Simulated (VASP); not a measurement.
# Pt in VASP: a series of runs

The runs below take Pt through single point, with PBEsol.

All numbers are computed with VASP 6.6.1; they aren't measurements. Logs are shortened: lines on timing, memory, paths and dates and some standing lists are left out, and cuts for length are marked.

**1. The cell of the first run**

The cell holds a slab with vacuum, 5 atoms: a = 2.772 Å, b = 3.920 Å, c = 12.277 Å, α = 90.00°, β = 90.00°, γ = 90.00°.

**2. Single point, PBEsol**

Contents of INCAR:

```
  PREC = Accurate
  ENCUT = 520
  EDIFF = 1E-7
  ISMEAR = -1
  SIGMA = 0.1
  LREAL = F
  LASPH = T
  NELM = 60
  ALGO = Normal
  ISIF = 2
  LWAVE = F
  LCHARG = F
  LDIPOL = T
  IDIPOL = 3
  DIPOL = 0.5 0.5 0.500
  GGA = PS
  NBANDS = 33
```

Contents of KPOINTS:

```
Automatic mesh
0
Gamma
  12 9 1
```

Contents of POSCAR:

```
Pt
1.0
    2.7716650196      0.0000000000      0.0000000000
    0.0000000000      3.9197262610      0.0000000000
    0.0000000000      0.0000000000     12.2770000000
Pt
5
Direct
    0.0000000000      0.0000000000      0.2850867506
    0.5000000000      0.5000000000      0.3802451885
    0.0000000000      0.0000000000      0.5000000037
    0.5000000000      0.5000000000      0.6197548101
    0.0000000000      0.0000000000      0.7149132494
```

Potentials or basis: VASP PAW PBE potentials, release 64 (Pt).

Launch:

```
$ cat potpaw_PBE.64/Pt/POTCAR > POTCAR
$ mpirun -np 1 vasp_std > vasp.out
```

OUTCAR:

```text
PREC = Accurate
   ENCUT = 520
   EDIFF = 1E-7
   ISMEAR = -1
   LREAL = F
   LASPH = T
   NELM = 60
   ISIF = 2
   GGA = PS

 ion  position               nearest neighbor table
   1  0.000  0.000  0.285-   3 2.64   2 2.67   2 2.67   2 2.67   2 2.67
   2  0.500  0.500  0.380-   1 2.67   1 2.67   1 2.67   1 2.67   3 2.81   3 2.81   3 2.81   3 2.81
                             4 2.94
   3  0.000  0.000  0.500-   5 2.64   1 2.64   4 2.81   4 2.81   4 2.81   4 2.81   2 2.81   2 2.81
                             2 2.81   2 2.81
   4  0.500  0.500  0.620-   5 2.67   5 2.67   5 2.67   5 2.67   3 2.81   3 2.81   3 2.81   3 2.81
                             2 2.94
   5  0.000  0.000  0.715-   3 2.64   4 2.67   4 2.67   4 2.67   4 2.67

  LATTYP: Found a simple orthorhombic cell.
 ALAT       =     2.7716650196
 B/A-ratio  =     1.4142135623
 C/A-ratio  =     4.4294674548

  Lattice vectors:

 A1 = (   2.7716650196,   0.0000000000,   0.0000000000)
 A2 = (   0.0000000000,   3.9197262610,   0.0000000000)
 A3 = (   0.0000000000,   0.0000000000,  12.2770000000)

Analysis of symmetry for initial positions (statically):
=====================================================================
 Subroutine PRICEL returns:
 Original cell was already a primitive cell.

 Routine SETGRP: Setting up the symmetry group for a
 simple orthorhombic supercell.

 Subroutine GETGRP returns: Found  8 space group operations
 (whereof  8 operations were pure point group operations)
 out of a pool of  8 trial point group operations.

The static configuration has the point symmetry D_2h.

Analysis of symmetry for dynamics (positions and initial velocities):
=====================================================================
 Subroutine PRICEL returns:
 Original cell was already a primitive cell.

 Routine SETGRP: Setting up the symmetry group for a
 simple orthorhombic supercell.

 Subroutine GETGRP returns: Found  8 space group operations
 (whereof  8 operations were pure point group operations)
 out of a pool of  8 trial point group operations.

The dynamic configuration has the point symmetry D_2h.

 Subroutine INISYM returns: Found  8 space group operations
 (whereof  8 operations are pure point group operations),
 and found     1 'primitive' translations

----------------------------------------------------------------------------------------

                                     Primitive cell

  volume of cell :     133.3794

  direct lattice vectors                    reciprocal lattice vectors
     2.771665020  0.000000000  0.000000000     0.360793961  0.000000000  0.000000000
     0.000000000  3.919726261  0.000000000     0.000000000  0.255119856  0.000000000
     0.000000000  0.000000000 12.277000000     0.000000000  0.000000000  0.081453124

  length of vectors
     2.771665020  3.919726261 12.277000000     0.360793961  0.255119856  0.081453124

  position of ions in fractional coordinates (direct lattice)
     0.000000000  0.000000000  0.285086751
     0.500000000  0.500000000  0.380245188
     0.000000000  0.000000000  0.500000004
     0.500000000  0.500000000  0.619754810
     0.000000000  0.000000000  0.714913249

  ion indices of the primitive-cell ions
   primitive index   ion index
                 1           1
                 2           2
                 3           3
                 4           4
                 5           5

----------------------------------------------------------------------------------------

 KPOINTS: Automatic mesh

Automatic generation of k-mesh.
 Grid dimensions read from file:
 generate k-points for:   12    9    1

 Generating k-lattice:

  Cartesian coordinates                     Fractional coordinates (reciprocal lattice)
     0.030066163  0.000000000  0.000000000     0.083333333  0.000000000  0.000000000
     0.000000000  0.028346651  0.000000000     0.000000000  0.111111111  0.000000000
     0.000000000  0.000000000  0.081453124     0.000000000  0.000000000  1.000000000

  Length of vectors
     0.030066163  0.028346651  0.081453124

  Shift w.r.t. Gamma in fractional coordinates (k-lattice)
     0.000000000  0.000000000  0.000000000

 Subroutine IBZKPT returns following result:
 ===========================================

 Found     35 irreducible k-points:

 Following reciprocal coordinates:
            Coordinates               Weight
  0.000000  0.000000  0.000000      1.000000
  0.083333  0.000000  0.000000      2.000000
  0.166667  0.000000  0.000000      2.000000
  0.250000  0.000000  0.000000      2.000000
  0.333333  0.000000  0.000000      2.000000
  0.416667  0.000000  0.000000      2.000000
[... 16 lines left out ...]
  0.083333  0.333333  0.000000      4.000000
  0.166667  0.333333  0.000000      4.000000
 [... further k-points ...]
   k-points           NKPTS =     35   k-points in BZ     NKDIM =     35   number of bands    NBANDS=     33
   number of dos      NEDOS =    301   number of ions     NIONS =      5
   total plane-waves  NPLWV =  69120
   dimension x,y,z NGX =    24 NGY =   30 NGZ =   96
   dimension x,y,z NGXF=    48 NGYF=   60 NGZF=  192
   ions per type =               5
   NGX,Y,Z   is equivalent  to a cutoff of  14.40, 12.72, 13.00 a.u.
   NGXF,Y,Z  is equivalent  to a cutoff of  28.79, 25.45, 26.00 a.u.
 SYSTEM =  unknown system
   PREC   = accura    normal or accurate (medium, high low for compatibility)
   ISTART =      0    job   : 0-new  1-cont  2-samecut
   ICHARG =      2    charge: 1-file 2-atom 10-const
   ISPIN  =      1    spin polarized calculation?
   LNONCOLLINEAR =      F non collinear calculations
   LSORBIT =      F    spin-orbit coupling
   LASPH  =      T    aspherical Exc in radial PAW
   ENCUT  =  520.0 eV  38.22 Ry    6.18 a.u.   5.15  7.29 22.83*2*pi/ulx,y,z
   NELM   =     60;   NELMIN=  2; NELMDL= -5     # of ELM steps
   EDIFF  = 0.1E-06   stopping-criterion for ELM
   LREAL  =      F    real-space projection
   EDIFFG = 0.1E-05   stopping-criterion for IOM
   NSW    =      0    number of steps for IOM
   IBRION =     -1    ionic relax: 0-MD 1-quasi-New 2-CG
   NFREE  =      0    steps in history (QN), initial steepest desc. (CG)
   ISIF   =      2    stress and relaxation
   ISYM   =      2    0-nonsym 1-usesym 2-fastsym
   POTIM  = 0.5000    time-step for ionic-motion
   TEBEG  =    0.0;   TEEND  =   0.0 temperature during run
   PSTRESS=    0.0 pullay stress
   NELECT =      50.0000    total number of electrons
   NUPDOWN=      -1.0000    fix difference up-down
   EMIN   =  10.00;   EMAX   =-10.00  energy-range for DOS
   EFERMI =   0.00;   METHOD = LEGACY
   ISMEAR =    -1;   SIGMA  =   0.10  broadening in eV -4-tet -1-fermi 0-gaus
   EFERMI_NEDOS =   21; number of points for ismear=-14 and -15
   IALGO  =     38    algorithm
   IMIX   =      4    mixing-type and parameters
     AMIX     =   0.40;   BMIX     =  1.00
     AMIX_MAG =   1.60;   BMIX_MAG =  1.00
  volume/ion in A,a.u.               =      26.68       180.02
  Fermi-wavevector in a.u.,A,eV,Ry     =   1.180416  2.230664 18.958127  1.393383
  Thomas-Fermi vector in A             =   2.316709
   LORBIT       =      0    0 simple, 1 ext, 2 COOP (PROOUT), +10 PAW based schemes
   GGA     = PS    functional components
   LHFCALC =     F    Hartree Fock is set to
   AEXX    =    0.0000 exact exchange contribution
   IVDW    =     0    specifies the selected vdW correction
   LEPSILON=     F    determine dielectric tensor
   LRPA    =     F    only Hartree local field effects (RPA)
 non-spin polarized calculation
  energy-cutoff  :      520.00
  volume of cell :      133.38
 maximum number of plane-waves:      3614
 NGX is ok and might be reduce to    24
   NGX = 11   NGY = 15   NGZ = 45

 dipolmoment           0.000000      0.000000      0.000000 electrons x Angstroem

 number of electron      49.9999998 magnetization

 dipolmoment           0.000000      0.000000     -0.000000 electrons x Angstroem

 Free energy of the ion-electron system (eV)
  ---------------------------------------------------
  ext. energy  EPLUGINS =         0.00000000
  ---------------------------------------------------
  free energy    TOTEN  =       -31.89437541 eV

  energy without entropy =      -31.60175309  energy(sigma->0) =      -31.74806425

 E-fermi :   3.9332     XC(G=0):  -8.9878

 val. band max:        3.9302542951   @ k =   0.2500   0.3333   0.0000
 cond. band min:       3.9356657333   @ k =   0.0000   0.2222   0.0000
 fundamental gap:      0.0054114382
 Fermi energy:         3.9332153424

 k-point     1 :       0.0000    0.0000    0.0000
  band No.  band energies     occupation
      1      -5.5474      2.00000
      2      -3.7454      2.00000
      3      -2.7413      2.00000
      4      -2.1490      2.00000
      5      -2.0699      2.00000
      6      -1.3514      2.00000
[... 25 lines left out ...]
     32      10.8244      0.00000
     33      11.3268      0.00000

 k-point     2 :       0.0833    0.0000    0.0000
  band No.  band energies     occupation
      1      -5.3652      2.00000
      2      -3.5843      2.00000
      3      -2.5719      2.00000
      4      -2.0478      2.00000
      5      -1.8932      2.00000
      6      -1.1577      2.00000
[... 25 lines left out ...]
     32      11.0694      0.00000
     33      11.4023      0.00000

 k-point     3 :       0.1667    0.0000    0.0000
  band No.  band energies     occupation
      1      -4.8476      2.00000
      2      -3.1901      2.00000
      3      -2.1556      2.00000
      4      -1.7509      2.00000
      5      -1.4819      2.00000
      6      -1.2896      2.00000
[... 25 lines left out ...]
     32      11.3427      0.00000
     33      11.7688      0.00000

 k-point     4 :       0.2500    0.0000    0.0000
  band No.  band energies     occupation
      1      -4.0863      2.00000
      2      -2.8568      2.00000
      3      -1.8074      2.00000
      4      -1.7551      2.00000
      5      -1.2611      2.00000
      6      -1.1903      2.00000
[... 25 lines left out ...]
     32      11.2742      0.00000
     33      12.3652      0.00000

 k-point     5 :       0.3333    0.0000    0.0000
  band No.  band energies     occupation
      1      -3.2450      2.00000
      2      -2.8259      2.00000
      3      -2.1457      2.00000
      4      -1.8609      2.00000
      5      -1.6197      2.00000
      6      -1.2418      2.00000
[... 604 lines left out ...]
 k-point    22 :       0.0000    0.3333    0.0000
  band No.  band energies     occupation
      1      -4.3018      2.00000
      2      -3.4164      2.00000
      3      -2.6162      2.00000
      4      -2.2952      2.00000
      5      -2.0822      2.00000
      6      -1.4792      2.00000
[... 25 lines left out ...]
     32       7.8132      0.00000
     33       9.9329      0.00000

 k-point    23 :       0.0833    0.3333    0.0000
  band No.  band energies     occupation
      1      -4.1388      2.00000
      2      -3.2374      2.00000
      3      -2.4177      2.00000
      4      -2.1196      2.00000
      5      -1.8817      2.00000
      6      -1.4307      2.00000
[... 25 lines left out ...]
     32       8.0518      0.00000
     33      10.0184      0.00000

 k-point    24 :       0.1667    0.3333    0.0000
  band No.  band energies     occupation
      1      -3.7142      2.00000
      2      -2.7598      2.00000
      3      -1.9066      2.00000
      4      -1.7049      2.00000
      5      -1.3816      2.00000
      6      -1.2747      2.00000
[... 25 lines left out ...]
     32       8.6765      0.00000
     33      10.2876      0.00000

 [... further k-points ...]

------------------------ aborting loop because EDIFF is reached ----------------------------------------

 vacuum level on the upper side and lower side of the slab       (xc-potential included)        -1.376        -1.376

  FORCE on cell =-STRESS in cart. coord.  units (eV):
  Direction    XX          YY          ZZ          XY          YZ          ZX
  --------------------------------------------------------------------------------------
  -------------------------------------------------------------------------------------
  Total       -5.3459924     -0.8208972     -0.1612246      0.0000000      0.0000000      0.0000000
  in kB      -64.2170251     -9.8607650     -1.9366591      0.0000000      0.0000000      0.0000000
  external PRESSURE =     -25.3381498 kB  Pullay stress =       0.0000000 kB

 VOLUME and BASIS-vectors are now :
 -----------------------------------------------------------------------------
  energy-cutoff  :      520.00
  volume of cell :      133.38
      direct lattice vectors                 reciprocal lattice vectors
     2.771665020  0.000000000  0.000000000     0.360793961  0.000000000  0.000000000
     0.000000000  3.919726261  0.000000000     0.000000000  0.255119856  0.000000000
     0.000000000  0.000000000 12.277000000     0.000000000  0.000000000  0.081453124

 POSITION                                       TOTAL-FORCE (eV/Angst)
 -----------------------------------------------------------------------------------
      0.00000      0.00000      3.50001        -0.000000     -0.000000      0.016223
      1.38583      1.95986      4.66827         0.000000     -0.000000     -0.002336
      0.00000      0.00000      6.13850         0.000000      0.000000      0.000000
      1.38583      1.95986      7.60873         0.000000      0.000000      0.002336
      0.00000      0.00000      8.77699         0.000000      0.000000     -0.016223
 -----------------------------------------------------------------------------------
    total drift:                                0.000000     -0.000000     -0.000022

  FREE ENERGIE OF THE ION-ELECTRON SYSTEM (eV)
  ---------------------------------------------------
  free  energy   TOTEN  =       -31.8943754100 eV

  energy  without entropy=      -31.6017530949  energy(sigma->0) =      -31.74806425

 vacuum level on the upper side and lower side of the slab         7.820         7.820
```

Wall time 5.4 min (1 thread of Intel Xeon 8259CL, shared host); peak memory 0.3 GiB.

Results:

```
Free energy            : -31.8944 eV
Largest force          : 0.016 eV/Å
Band gap on the k mesh : zero (bands 25 and 26 overlap by 0.88 eV)
```

Forces in eV/Å, atoms in the order of the input:
```
Pt   0.000  0.000  0.016
Pt   0.000  0.000 -0.002
Pt   0.000  0.000  0.000
Pt   0.000  0.000  0.002
Pt   0.000  0.000 -0.016
```

Levels at points of the mesh, in eV from the Fermi level:
```
           k point  band 21  band 22  band 23  band 24  band 25  band 26  band 27  band 28  band 29  band 30
(0.00, 0.00, 0.00)    -1.48    -1.30    -1.10    -0.61    -0.21    -0.06     0.14     0.54     1.86     3.44
(0.50, 0.00, 0.00)    -0.44    -0.02     0.11     0.30     0.53     1.94     2.15     2.36     2.38     2.56
```

Caveat: the PAW data sets were made with another functional, which shifts forces and pressure a little; spin-orbit coupling is left out, which moves the levels of the heavy elements.

(Part 1 of 2 ends here.)
